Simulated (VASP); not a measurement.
# SnO (F-43m) in VASP: settings compared, part 2 of 2

VASP 6.6.1. The steps go on from the part before.

### 3 Single point, PBEsol

This run uses another cell than the first one, of 19.41 Å³/atom, 1.033 times its volume.

The input, INCAR:

```
PREC     = Accurate       # precision mode
ENCUT    = 520            # plane-wave cutoff, eV
EDIFF    = 1E-6           # SCF threshold, eV
ISMEAR   = -1             # smearing method
SIGMA    = 0.02           # smearing width, eV
LREAL    = False          # projectors in reciprocal space
LASPH    = True           # aspherical terms in the spheres
NELM     = 100            # most SCF steps
ALGO     = Normal         # electronic algorithm
ISIF     = 2              # what is computed and relaxed
LWAVE    = False          # write WAVECAR
LCHARG   = False          # write CHGCAR
GGA      = PS             # functional
NBANDS   = 17             # bands
```

The input, KPOINTS:

```
regular mesh
0
Gamma
  8 8 8
```

The input, POSCAR:

```
SnO
1.0
    0.0000000000      2.6873998326      2.6873998326
    2.6873998326      0.0000000000      2.6873998326
    2.6873998326      2.6873998326      0.0000000000
Sn O
1 1
Direct
    0.0000000000      0.0000000000      0.0000000000
    0.2500000000      0.2500000000      0.2500000000
```

Potentials or basis: VASP PAW PBE potentials, release 64 (Sn_d, O).

Run with:

```bash
$ cat potpaw_PBE.64/Sn_d/POTCAR potpaw_PBE.64/O/POTCAR > POTCAR
$ mpirun -np 1 vasp_std > vasp.out
```

It took 10 s on 1 thread of Intel Xeon Platinum 8559C (Emerald Rapids), shared host; peak memory 0.16 GiB.

The run converged. Its results:

- Free energy: -11.1100 eV
- Pressure: 0.1 GPa
- Band gap on the k mesh: zero (band 10 reaches 6.30 eV, above the bottom of band 11 at 6.11 eV)

Levels at points of the mesh, in eV from the Fermi level:
```csv
k point,band 8,band 9,band 10,band 11,band 12,band 13
"(0.00, 0.00, 0.00)",-3.81,-3.81,-3.81,4.51,4.51,4.51
"(0.50, 0.00, 0.00)",-4.25,-4.25,-2.43,1.61,4.64,4.64
"(0.50, 0.50, 0.00)",-5.03,-5.03,-0.75,-0.11,5.25,5.29
```

Caveat: the PAW data sets were made with another functional, which shifts forces and pressure a little; spin-orbit coupling is left out, which moves the levels of the heavy elements.

### 4 Single point, PBE

This run uses another cell than the first one, of 19.86 Å³/atom, 1.057 times its volume.

Edit INCAR of step 3 so:

```diff
@@ -2,3 +2,3 @@
 ENCUT    = 520            # plane-wave cutoff, eV
-EDIFF    = 1E-6           # SCF threshold, eV
+EDIFF    = 1E-7           # SCF threshold, eV
 ISMEAR   = -1             # smearing method
@@ -12,3 +12,3 @@
 LCHARG   = False          # write CHGCAR
-GGA      = PS             # functional
+GGA      = PE             # functional
 NBANDS   = 17             # bands
```

KPOINTS is that of step 3.

The input, POSCAR:

```
SnO
1.0
    0.0000000000      2.7082147584      2.7082147584
    2.7082147584      0.0000000000      2.7082147584
    2.7082147584      2.7082147584      0.0000000000
Sn O
1 1
Direct
    0.0000000000      0.0000000000      0.0000000000
    0.2500000000      0.2500000000      0.2500000000
```

Potentials or basis: VASP PAW PBE potentials, release 64 (Sn_d, O).

Run with:

```bash
$ cat potpaw_PBE.64/Sn_d/POTCAR potpaw_PBE.64/O/POTCAR > POTCAR
$ mpirun -np 1 vasp_std > vasp.out
```

OUTCAR:

```text
PREC = Accurate
   ENCUT = 520
   EDIFF = 1E-7
   ISMEAR = -1
   LREAL = False
   LASPH = True
   NELM = 100
   ISIF = 2
   GGA = PE

 ion  position               nearest neighbor table
   1  0.000  0.000  0.000-   2 2.35   2 2.35   2 2.35   2 2.35
   2  0.250  0.250  0.250-   1 2.35   1 2.35   1 2.35   1 2.35

  LATTYP: Found a face centered cubic cell.
 ALAT       =     5.4164295168

  Lattice vectors:

 A1 = (   0.0000000000,   2.7082147584,   2.7082147584)
 A2 = (   2.7082147584,   0.0000000000,   2.7082147584)
 A3 = (   2.7082147584,   2.7082147584,   0.0000000000)
[... 646 lines left out ...]
      4     -15.5745      2.00000
      5     -15.5635      2.00000
      6     -12.1125      2.00000
[... 9 lines left out ...]
     16      18.4322      0.00000
     17      20.2183      0.00000

 [... further k-points ...]
[... 5 lines left out ...]
  --------------------------------------------------------------------------------------
  -------------------------------------------------------------------------------------
  Total        0.6023444      0.6023444      0.6023444     -0.0000000     -0.0000000      0.0000000
  in kB       24.2927200     24.2927200     24.2927200     -0.0000000     -0.0000000      0.0000000
  external PRESSURE =      24.2927200 kB  Pullay stress =       0.0000000 kB

 VOLUME and BASIS-vectors are now :
 -----------------------------------------------------------------------------
  energy-cutoff  :      520.00
  volume of cell :       39.73
      direct lattice vectors                 reciprocal lattice vectors
     0.000000000  2.708214758  2.708214758    -0.184623468  0.184623468  0.184623468
     2.708214758  0.000000000  2.708214758     0.184623468 -0.184623468  0.184623468
     2.708214758  2.708214758  0.000000000     0.184623468  0.184623468 -0.184623468

 POSITION                                       TOTAL-FORCE (eV/Angst)
 -----------------------------------------------------------------------------------
      0.00000      0.00000      0.00000         0.000000      0.000000     -0.000000
      1.35411      1.35411      1.35411        -0.000000     -0.000000      0.000000
 -----------------------------------------------------------------------------------
    total drift:                               -0.000000     -0.000000     -0.000000

  FREE ENERGIE OF THE ION-ELECTRON SYSTEM (eV)
  ---------------------------------------------------
  free  energy   TOTEN  =       -10.4448060036 eV

  energy  without entropy=      -10.4441162673  energy(sigma->0) =      -10.44446114
```

Run time: 13 s. Hardware: 1 thread of Intel Xeon Platinum 8559C (Emerald Rapids), shared host; peak memory 0.16 GiB.

What came out:

```yaml
Free_energy: -10.4448 eV
Pressure: 2.4 GPa
Band_gap_on_the_k_mesh: zero (band 10 reaches 6.18 eV, above the bottom of band 11 at 5.99 eV)
```

Caveat: spin-orbit coupling is left out, which moves the levels of the heavy elements.

### 5 Summary

```tsv
level	potentials or basis	cell	gap on the mesh (eV)	pressure (GPa)
LDA	VASP PAW LDA potentials, release 64 (Sn_d, O)	a = 3.760 Å, angles 60.0°, 2 atoms	none	0.1
PBEsol	VASP PAW PBE potentials, release 64 (Sn_d, O)	a = 3.801 Å, angles 60.0°, 2 atoms	none	0.1
PBE	VASP PAW PBE potentials, release 64 (Sn_d, O)	a = 3.830 Å, angles 60.0°, 2 atoms	none	2.4
```

Alike in all rows: task single point; no spin polarisation; k mesh 8 × 8 × 8; cutoff (eV) 520; smearing fermi-dirac 0.02 eV.

Caveats: spin-orbit coupling is left out, which moves the levels of the heavy elements; the PAW data sets were made with another functional, which shifts forces and pressure a little (some runs).

Total energies depend on the potentials used, so only differences within one code and one set of settings carry meaning.
